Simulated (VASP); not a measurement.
# Ir (P6_3/mmc) in VASP: further runs

The runs below take Ir through single point, with PBE.

Program: VASP 6.6.1. These are calculated values, not measurements. Logs are shortened: lines on timing, memory, paths and dates and some standing lists are left out, and cuts for length are marked.

### Step 1. The cell of the first run

It takes space group P6_3/mmc (No. 194, hexagonal). The conventional cell has a = 2.751 Å, b = 2.751 Å, c = 4.462 Å, α = 90.00°, β = 90.00°, γ = 120.00°. Within 3.6 Å of Ir (site symmetry -6m2) lie 12 Ir at 2.74 to 2.75 Å.

### Step 2. Single point, PBE

Input file INCAR:

```
SYSTEM = Ir
PREC = Accurate ; ENCUT = 500
EDIFF = 1E-6 ; ISMEAR = 0
SIGMA = 0.1 ; LREAL = .False.
LASPH = .True. ; NELM = 120
ALGO = Normal ; ISIF = 2
LWAVE = .False. ; LCHARG = .False.
GGA = PE ; ISYM = 0
NBANDS = 16 ; GGA_COMPAT = .False.
```

Input file KPOINTS:

```
Automatic mesh
0
Gamma
  4 5 1
  0.25 0.25 0.25
```

Input file POSCAR:

```
Ir
1.0
    2.7513778946      0.0000000000      0.0000000000
   -1.3756889473      2.3827631521      0.0000000000
    0.0000000000      0.0000000000      4.4622900000
Ir
2
Direct
    0.6666666667      0.3333333333      0.7500000000
    0.3333333333      0.6666666667      0.2500000000
```

Potentials or basis: VASP PAW PBE potentials, release 64 (Ir).

The run is started by

```sh
$ cat potpaw_PBE.64/Ir/POTCAR > POTCAR
$ mpirun -np 1 vasp_std > vasp.out
```

OUTCAR:

```text
SYSTEM = Ir
   PREC = Accurate
   ENCUT = 500
   EDIFF = 1E-6
   ISMEAR = 0
   LREAL = .False.
   LASPH = .True.
   NELM = 120
   ISIF = 2
   GGA = PE
   ISYM = 0

 ion  position               nearest neighbor table
   1  0.667  0.333  0.750-   2 2.74   2 2.74   2 2.74   2 2.74   2 2.74   2 2.74
   2  0.333  0.667  0.250-   1 2.74   1 2.74   1 2.74   1 2.74   1 2.74   1 2.74

IMPORTANT INFORMATION: All symmetrisations will be switched off!
NOSYMM: (Re-)initialisation of all symmetry stuff for point group C_1.

----------------------------------------------------------------------------------------

                                     Primitive cell

  volume of cell :      29.2542

  direct lattice vectors                    reciprocal lattice vectors
     2.751377895  0.000000000  0.000000000     0.363454254  0.209840411  0.000000000
    -1.375688947  2.382763152  0.000000000     0.000000000  0.419680823  0.000000000
     0.000000000  0.000000000  4.462290000     0.000000000  0.000000000  0.224100182

  length of vectors
     2.751377895  2.751377895  4.462290000     0.419680823  0.419680823  0.224100182

  position of ions in fractional coordinates (direct lattice)
     0.666666667  0.333333333  0.750000000
     0.333333333  0.666666667  0.250000000

  ion indices of the primitive-cell ions
   primitive index   ion index
                 1           1
                 2           2

----------------------------------------------------------------------------------------

 KPOINTS: Automatic mesh

Automatic generation of k-mesh.
 Grid dimensions read from file:
 generate k-points for:    4    5    1

 Generating k-lattice:

  Cartesian coordinates                     Fractional coordinates (reciprocal lattice)
     0.090863563  0.052460103  0.000000000     0.250000000 -0.000000000  0.000000000
     0.000000000  0.083936165  0.000000000     0.000000000  0.200000000  0.000000000
     0.000000000  0.000000000  0.224100182     0.000000000  0.000000000  1.000000000

  Length of vectors
     0.104920206  0.083936165  0.224100182

  Shift w.r.t. Gamma in fractional coordinates (k-lattice)
     0.250000000  0.250000000  0.250000000

 -----------------------------------------------------------------------------
|                                                                             |
|           W    W    AA    RRRRR   N    N  II  N    N   GGGG   !!!           |
|           W    W   A  A   R    R  NN   N  II  NN   N  G    G  !!!           |
[... 64 lines left out ...]
   LREAL  =      F    real-space projection
   EDIFFG = 0.1E-04   stopping-criterion for IOM
   NSW    =      0    number of steps for IOM
   IBRION =     -1    ionic relax: 0-MD 1-quasi-New 2-CG
   NFREE  =      0    steps in history (QN), initial steepest desc. (CG)
   ISIF   =      2    stress and relaxation
   ISYM   =      0    0-nonsym 1-usesym 2-fastsym
   POTIM  = 0.5000    time-step for ionic-motion
   TEBEG  =    0.0;   TEEND  =   0.0 temperature during run
   PSTRESS=    0.0 pullay stress
   NELECT =      18.0000    total number of electrons
   NUPDOWN=      -1.0000    fix difference up-down
   EMIN   =  10.00;   EMAX   =-10.00  energy-range for DOS
   EFERMI =   0.00;   METHOD = LEGACY
   ISMEAR =     0;   SIGMA  =   0.10  broadening in eV -4-tet -1-fermi 0-gaus
   EFERMI_NEDOS =   21; number of points for ismear=-14 and -15
   IALGO  =     38    algorithm
   IMIX   =      4    mixing-type and parameters
     AMIX     =   0.40;   BMIX     =  1.00
     AMIX_MAG =   1.60;   BMIX_MAG =  1.00
  volume/ion in A,a.u.               =      14.63        98.71
  Fermi-wavevector in a.u.,A,eV,Ry     =   1.392417  2.631287 26.379323  1.938826
  Thomas-Fermi vector in A             =   2.516162
   LORBIT       =      0    0 simple, 1 ext, 2 COOP (PROOUT), +10 PAW based schemes
   GGA     = PE    functional components
   LHFCALC =     F    Hartree Fock is set to
   AEXX    =    0.0000 exact exchange contribution
   IVDW    =     0    specifies the selected vdW correction
   LEPSILON=     F    determine dielectric tensor
   LRPA    =     F    only Hartree local field effects (RPA)
 non-spin polarized calculation
 Gauss-broadening in eV      SIGMA  =   0.10
  energy-cutoff  :      500.00
  volume of cell :       29.25
 maximum number of plane-waves:       748
   NGX =  9   NGY =  9   NGZ = 17

 number of electron      18.0000000 magnetization

 Free energy of the ion-electron system (eV)
  ---------------------------------------------------
  ext. energy  EPLUGINS =         0.00000000
  ---------------------------------------------------
  free energy    TOTEN  =       -17.54539780 eV

  energy without entropy =      -17.52592710  energy(sigma->0) =      -17.53566245

 E-fermi :   9.6173     XC(G=0): -13.7932

 val. band max:        9.5328740533   @ k =  -0.4375   0.0500   0.2500
 cond. band min:       9.6289041992   @ k =   0.3125   0.4500   0.2500
 fundamental gap:      0.0960301459
 Fermi energy:         9.6173317166

 k-point     1 :       0.0625    0.0500    0.2500
  band No.  band energies     occupation
      1       0.0722      2.00000
      2       2.4103      2.00000
      3       5.7695      2.00000
      4       5.9644      2.00000
      5       5.9935      2.00000
      6       6.3386      2.00000
[... 357 lines left out ...]
      3       4.2178      2.00000
      4       4.8019      2.00000
      5       5.8436      2.00000
      6       6.4072      2.00000
[... 8 lines left out ...]
     15      23.4331      0.00000
     16      25.8766      0.00000

------------------------ aborting loop because EDIFF is reached ----------------------------------------

  FORCE on cell =-STRESS in cart. coord.  units (eV):
  Direction    XX          YY          ZZ          XY          YZ          ZX
  --------------------------------------------------------------------------------------
  -------------------------------------------------------------------------------------
  Total       -0.2449670     -0.0224632     -0.3736197     -0.0436971     -0.0968823     -0.2944677
  in kB      -13.4161906     -1.2302480    -20.4621594     -2.3931721     -5.3059865    -16.1272109
  external PRESSURE =     -11.7028660 kB  Pullay stress =       0.0000000 kB

 VOLUME and BASIS-vectors are now :
 -----------------------------------------------------------------------------
  energy-cutoff  :      500.00
  volume of cell :       29.25
      direct lattice vectors                 reciprocal lattice vectors
     2.751377895  0.000000000  0.000000000     0.363454254  0.209840411  0.000000000
    -1.375688947  2.382763152  0.000000000     0.000000000  0.419680823  0.000000000
     0.000000000  0.000000000  4.462290000     0.000000000  0.000000000  0.224100182

 POSITION                                       TOTAL-FORCE (eV/Angst)
 -----------------------------------------------------------------------------------
      1.37569      0.79425      3.34672         0.076199      0.053872      0.011576
     -0.00000      1.58851      1.11557        -0.076199     -0.053872     -0.011576
 -----------------------------------------------------------------------------------
    total drift:                                0.000016     -0.000004      0.000004

  FREE ENERGIE OF THE ION-ELECTRON SYSTEM (eV)
  ---------------------------------------------------
  free  energy   TOTEN  =       -17.5453977955 eV

  energy  without entropy=      -17.5259271003  energy(sigma->0) =      -17.53566245
```

OSZICAR:

```text
N       E                     dE             d eps       ncg     rms          rms(c)
DAV:   1     0.139719792103E+03    0.13972E+03   -0.83129E+03   640   0.109E+03
DAV:   2    -0.149827229915E+02   -0.15470E+03   -0.13964E+03   640   0.304E+02
DAV:   3    -0.186409289793E+02   -0.36582E+01   -0.35969E+01   872   0.546E+01
DAV:   4    -0.186819464186E+02   -0.41017E-01   -0.40995E-01   720   0.502E+00
DAV:   5    -0.186830772476E+02   -0.11308E-02   -0.11308E-02   912   0.864E-01    0.200E+01
DAV:   6    -0.177278608878E+02    0.95522E+00   -0.12161E+00   824   0.143E+01    0.813E+00
DAV:   7    -0.175573891760E+02    0.17047E+00   -0.37254E-01   904   0.751E+00    0.209E+00
DAV:   8    -0.175502576852E+02    0.71315E-02   -0.54929E-03   752   0.645E-01    0.123E+00
DAV:   9    -0.175453871117E+02    0.48706E-02   -0.47627E-03   872   0.860E-01    0.261E-02
DAV:  10    -0.175453958776E+02   -0.87658E-05   -0.72440E-05  1040   0.969E-02    0.206E-02
DAV:  11    -0.175453936145E+02    0.22631E-05   -0.21979E-05   864   0.608E-02    0.910E-03
DAV:  12    -0.175453973315E+02   -0.37171E-05   -0.22245E-06   800   0.133E-02    0.228E-03
DAV:  13    -0.175453977955E+02   -0.46392E-06   -0.10229E-07   440   0.331E-03
   1 F= -.17545398E+02 E0= -.17535662E+02  d E =-.194707E-01
```

Wall time 12 s (1 thread of Intel Xeon Platinum 8488C (Sapphire Rapids), shared host); peak memory 0.14 GiB.

Results:

* Free energy: -17.5454 eV
* Pressure: -1.2 GPa
* Largest force: 0.094 eV/Å
* Band gap on the k mesh: zero (band 9 reaches 10.69 eV, above the bottom of band 10 at 8.30 eV)

Forces in eV/Å, atoms in the order of the input:
```
Ir   0.076  0.054  0.012
Ir  -0.076 -0.054 -0.012
```

Stress tensor (GPa, compression positive):
```
-1.34 -0.24 -1.61
-0.24 -0.12 -0.53
-1.61 -0.53 -2.05
```

Levels at points of the mesh, in eV from the Fermi level:
```tsv
k point	band 7	band 8	band 9	band 10	band 11	band 12
(0.06, 0.05, 0.25)	-2.77	-2.49	-1.33	-1.32	0.56	1.21
```

Caveat: the k points lie up to 1.41 Å⁻¹ apart; spin-orbit coupling is left out, which moves the levels of the heavy elements.

### Step 3. Single point, PBE

This run uses another cell than the first one, of 12.64 Å³/atom, 0.864 times its volume.

Input file INCAR:

```
SYSTEM = Ir
PREC = Accurate
ENCUT = 500
EDIFF = 1E-6
ISMEAR = -5
SIGMA = 0.1
LREAL = .False.
LASPH = .True.
NELM = 120
ALGO = Normal
ISIF = 2
LWAVE = .False.
LCHARG = .False.
GGA = PE
NBANDS = 16
GGA_COMPAT = .False.
```

Input file KPOINTS:

```
regular mesh
0
Gamma
  6 6 4
  0 0 0
```

Input file POSCAR:

```
Ir
1.0
    2.6205240985      0.0000000000      0.0000000000
   -1.3102620493      2.2694404406      0.0000000000
    0.0000000000      0.0000000000      4.2500663041
Ir
2
Direct
    0.6666666667      0.3333333333      0.7500000000
    0.3333333333      0.6666666667      0.2500000000
```

Potentials or basis: VASP PAW PBE potentials, release 64 (Ir).

The run is started by

```sh
$ cat potpaw_PBE.64/Ir/POTCAR > POTCAR
$ mpirun -np 1 vasp_std > vasp.out
```

Wall time 9.1 s (1 thread of Intel Xeon Platinum 8488C (Sapphire Rapids), shared host); peak memory 0.14 GiB.

It converged, with:

- Free energy: -16.7831 eV
- Pressure: 71.3 GPa
- Band gap on the k mesh: zero (band 9 reaches 13.87 eV, above the bottom of band 10 at 9.85 eV)

Stress tensor (GPa, compression positive):
```
73.86  0.00  0.00
 0.00 73.86  0.00
 0.00  0.00 66.05
```

Levels at points of the mesh, in eV from the Fermi level:
```csv
k point,band 7,band 8,band 9,band 10,band 11,band 12
"(0.00, 0.00, 0.00)",-3.71,-2.82,-2.82,-1.08,0.35,0.35
"(0.50, 0.00, 0.00)",-3.50,0.99,1.26,1.51,3.52,5.15
"(0.00, 0.00, 0.50)",-4.66,-4.66,-0.50,-0.50,-0.50,-0.50
"(0.50, 0.00, 0.50)",-1.19,-1.19,1.29,1.29,2.34,2.34
```

Caveat: the k points lie up to 0.46 Å⁻¹ apart; spin-orbit coupling is left out, which moves the levels of the heavy elements; tetrahedron occupations give inexact forces and stress in metals.
